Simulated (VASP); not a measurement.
# Pt (Fm-3m) in VASP: a series of runs

Runs on Pt. Level: PBE. Tasks: single point.

Everything below comes from runs of VASP 6.6.1. Logs are shortened: lines on timing, memory, paths and dates and some standing lists are left out, and cuts for length are marked.

### 1 The cell of the first run

It takes space group Fm-3m (No. 225, cubic). The conventional cell has a = 3.970 Å, b = 3.970 Å, c = 3.970 Å, α = 90.00°, β = 90.00°, γ = 90.00°. Within 3.7 Å of Pt (site symmetry m-3m) lie 12 Pt at 2.81 Å.

### 2 Single point, PBE

The input, INCAR:

```
  PREC = Accurate
  ENCUT = 500
  EDIFF = 1E-6
  ISMEAR = -1
  SIGMA = 0.1
  LREAL = False
  LASPH = True
  NELM = 120
  ALGO = Normal
  ISIF = 2
  LWAVE = False
  LCHARG = False
  GGA = PE
  NBANDS = 11
  GGA_COMPAT = False
```

The input, KPOINTS:

```
Automatic mesh
0
Gamma
  12 12 12
```

The input, POSCAR:

```
Pt
1.0
    0.0000000000      1.9850000000      1.9850000000
    1.9850000000      0.0000000000      1.9850000000
    1.9850000000      1.9850000000      0.0000000000
Pt
1
Direct
    0.0000000000      0.0000000000      0.0000000000
```

Potentials or basis: VASP PAW PBE potentials, release 64 (Pt).

The run is started by

```console
> cat potpaw_PBE.64/Pt/POTCAR > POTCAR
> mpirun -np 1 vasp_std > vasp.out
```

OUTCAR:

```text
PREC = Accurate
   ENCUT = 500
   EDIFF = 1E-6
   ISMEAR = -1
   LREAL = False
   LASPH = True
   NELM = 120
   ISIF = 2
   GGA = PE

 ion  position               nearest neighbor table
   1  0.000  0.000  0.000-

  LATTYP: Found a face centered cubic cell.
 ALAT       =     3.9700000000

  Lattice vectors:

 A1 = (   0.0000000000,   1.9850000000,   1.9850000000)
 A2 = (   1.9850000000,   0.0000000000,   1.9850000000)
 A3 = (   1.9850000000,   1.9850000000,   0.0000000000)

Analysis of symmetry for initial positions (statically):
=====================================================================
 Subroutine PRICEL returns:
 Original cell was already a primitive cell.

 Routine SETGRP: Setting up the symmetry group for a
 face centered cubic supercell.

 Subroutine GETGRP returns: Found 48 space group operations
 (whereof 48 operations were pure point group operations)
 out of a pool of 48 trial point group operations.

The static configuration has the point symmetry O_h .

Analysis of symmetry for dynamics (positions and initial velocities):
=====================================================================
 Subroutine PRICEL returns:
 Original cell was already a primitive cell.

 Routine SETGRP: Setting up the symmetry group for a
 face centered cubic supercell.

 Subroutine GETGRP returns: Found 48 space group operations
 (whereof 48 operations were pure point group operations)
 out of a pool of 48 trial point group operations.

The dynamic configuration has the point symmetry O_h .

 Subroutine INISYM returns: Found 48 space group operations
 (whereof 48 operations are pure point group operations),
 and found     1 'primitive' translations

----------------------------------------------------------------------------------------

                                     Primitive cell

  volume of cell :      15.6427

  direct lattice vectors                    reciprocal lattice vectors
     0.000000000  1.985000000  1.985000000    -0.251889169  0.251889169  0.251889169
     1.985000000  0.000000000  1.985000000     0.251889169 -0.251889169  0.251889169
     1.985000000  1.985000000  0.000000000     0.251889169  0.251889169 -0.251889169

  length of vectors
     2.807213921  2.807213921  2.807213921     0.436284838  0.436284838  0.436284838

[... 79 lines left out ...]
   LREAL  =      F    real-space projection
   EDIFFG = 0.1E-04   stopping-criterion for IOM
   NSW    =      0    number of steps for IOM
   IBRION =     -1    ionic relax: 0-MD 1-quasi-New 2-CG
   NFREE  =      0    steps in history (QN), initial steepest desc. (CG)
   ISIF   =      2    stress and relaxation
   ISYM   =      2    0-nonsym 1-usesym 2-fastsym
   POTIM  = 0.5000    time-step for ionic-motion
   TEBEG  =    0.0;   TEEND  =   0.0 temperature during run
   PSTRESS=    0.0 pullay stress
   NELECT =      10.0000    total number of electrons
   NUPDOWN=      -1.0000    fix difference up-down
   EMIN   =  10.00;   EMAX   =-10.00  energy-range for DOS
   EFERMI =   0.00;   METHOD = LEGACY
   ISMEAR =    -1;   SIGMA  =   0.10  broadening in eV -4-tet -1-fermi 0-gaus
   EFERMI_NEDOS =   21; number of points for ismear=-14 and -15
   IALGO  =     38    algorithm
   IMIX   =      4    mixing-type and parameters
     AMIX     =   0.40;   BMIX     =  1.00
     AMIX_MAG =   1.60;   BMIX_MAG =  1.00
  volume/ion in A,a.u.               =      15.64       105.56
  Fermi-wavevector in a.u.,A,eV,Ry     =   1.410277  2.665036 27.060359  1.988880
  Thomas-Fermi vector in A             =   2.532247
   LORBIT       =      0    0 simple, 1 ext, 2 COOP (PROOUT), +10 PAW based schemes
   GGA     = PE    functional components
   LHFCALC =     F    Hartree Fock is set to
   AEXX    =    0.0000 exact exchange contribution
   IVDW    =     0    specifies the selected vdW correction
   LEPSILON=     F    determine dielectric tensor
   LRPA    =     F    only Hartree local field effects (RPA)
 non-spin polarized calculation
  energy-cutoff  :      500.00
  volume of cell :       15.64
 maximum number of plane-waves:       415
   NGX = 11   NGY = 11   NGZ = 11

 number of electron      10.0000002 magnetization

 Free energy of the ion-electron system (eV)
  ---------------------------------------------------
  ext. energy  EPLUGINS =         0.00000000
  ---------------------------------------------------
  free energy    TOTEN  =        -6.13061999 eV

  energy without entropy =       -6.07690440  energy(sigma->0) =       -6.10376220

 E-fermi :  10.6061     XC(G=0): -13.2702

 val. band max:       10.6049299713   @ k =   0.4167   0.2500   0.0000
 cond. band min:      10.6112648113   @ k =  -0.3333   0.4167   0.0833
 fundamental gap:      0.0063348400
 Fermi energy:        10.6061349106

 k-point     1 :       0.0000    0.0000    0.0000
  band No.  band energies     occupation
      1       0.7642      2.00000
      2       7.0134      2.00000
      3       7.0134      2.00000
      4       7.0134      2.00000
      5       9.0422      2.00000
      6       9.0422      2.00000
      7      25.3101      0.00000
      8      30.0694      0.00000
      9      30.0694      0.00000
     10      30.0694      0.00000
     11      35.2784      0.00000
[... 309 lines left out ...]
 k-point    24 :      -0.4167    0.1667    0.0000
  band No.  band energies     occupation
      1       4.4129      2.00000
      2       6.4176      2.00000
      3       7.6026      2.00000
      4       7.8863      2.00000
      5      10.3026      1.90825
      6      13.5399      0.00000
      7      16.3724      0.00000
      8      25.1986      0.00000
      9      27.3212      0.00000
     10      28.7941      0.00000
     11      37.0581      0.00000

 [... further k-points ...]

------------------------ aborting loop because EDIFF is reached ----------------------------------------

  FORCE on cell =-STRESS in cart. coord.  units (eV):
  Direction    XX          YY          ZZ          XY          YZ          ZX
  --------------------------------------------------------------------------------------
  -------------------------------------------------------------------------------------
  Total       -0.0023029     -0.0023029     -0.0023029      0.0000000      0.0000000      0.0000000
  in kB       -0.2358754     -0.2358754     -0.2358754      0.0000000      0.0000000      0.0000000
  external PRESSURE =      -0.2358754 kB  Pullay stress =       0.0000000 kB

 VOLUME and BASIS-vectors are now :
 -----------------------------------------------------------------------------
  energy-cutoff  :      500.00
  volume of cell :       15.64
      direct lattice vectors                 reciprocal lattice vectors
     0.000000000  1.985000000  1.985000000    -0.251889169  0.251889169  0.251889169
     1.985000000  0.000000000  1.985000000     0.251889169 -0.251889169  0.251889169
     1.985000000  1.985000000  0.000000000     0.251889169  0.251889169 -0.251889169

 POSITION                                       TOTAL-FORCE (eV/Angst)
 -----------------------------------------------------------------------------------
      0.00000      0.00000      0.00000         0.000000      0.000000      0.000000
 -----------------------------------------------------------------------------------
    total drift:                                0.000000      0.000000      0.000000

  FREE ENERGIE OF THE ION-ELECTRON SYSTEM (eV)
  ---------------------------------------------------
  free  energy   TOTEN  =        -6.1306199926 eV

  energy  without entropy=       -6.0769044015  energy(sigma->0) =       -6.10376220
```

Wall time 6.3 s (1 thread of Intel Xeon Platinum 8559C (Emerald Rapids), shared host); peak memory 0.13 GiB.

Results:

| Property | Result |
| --- | --- |
| Free energy | -6.1306 eV |
| Pressure | 0.0 GPa |
| Band gap on the k mesh | zero (band 5 reaches 11.04 eV, above the bottom of band 6 at 8.95 eV) |

Caveat: spin-orbit coupling is left out, which moves the levels of the heavy elements.

### 3 Single point, PBE

The input, INCAR:

```
SYSTEM = Pt
ALGO = Normal
EDIFF = 1E-6
ENCUT = 500
GGA = PE
GGA_COMPAT = .FALSE.
ISIF = 2
ISMEAR = -1
LASPH = .TRUE.
LCHARG = .FALSE.
LREAL = .FALSE.
LWAVE = .FALSE.
NBANDS = 11
NELM = 120
PREC = Accurate
SIGMA = 0.1
```

The input, KPOINTS:

```
k-points
0
G
  12 12 12
  0 0 0
```

POSCAR is that of step 2.

Potentials or basis: VASP PAW PBE potentials, release 64 (Pt).

The run is started by

```console
> cat potpaw_PBE.64/Pt/POTCAR > POTCAR
> mpirun -np 1 vasp_std > vasp.out
```

Run time: 7.1 s. Hardware: 1 thread of Intel Xeon Platinum 8559C (Emerald Rapids), shared host; peak memory 0.13 GiB.

It converged, with:

```yaml
Free_energy: -6.1306 eV
Pressure: 0.0 GPa
Band_gap_on_the_k_mesh: zero (band 5 reaches 11.04 eV, above the bottom of band 6 at 8.95 eV)
```

Levels at points of the mesh, in eV from the Fermi level:
```
           k point  band 3  band 4  band 5  band 6  band 7  band 8
(0.00, 0.00, 0.00)   -3.59   -3.59   -1.56   -1.56   14.70   19.46
(0.50, 0.00, 0.00)   -3.65   -0.36    0.01    0.01    5.54   14.26
(0.50, 0.50, 0.00)   -0.03    0.43    0.43    1.82    8.46   11.25
```

Caveat: spin-orbit coupling is left out, which moves the levels of the heavy elements.
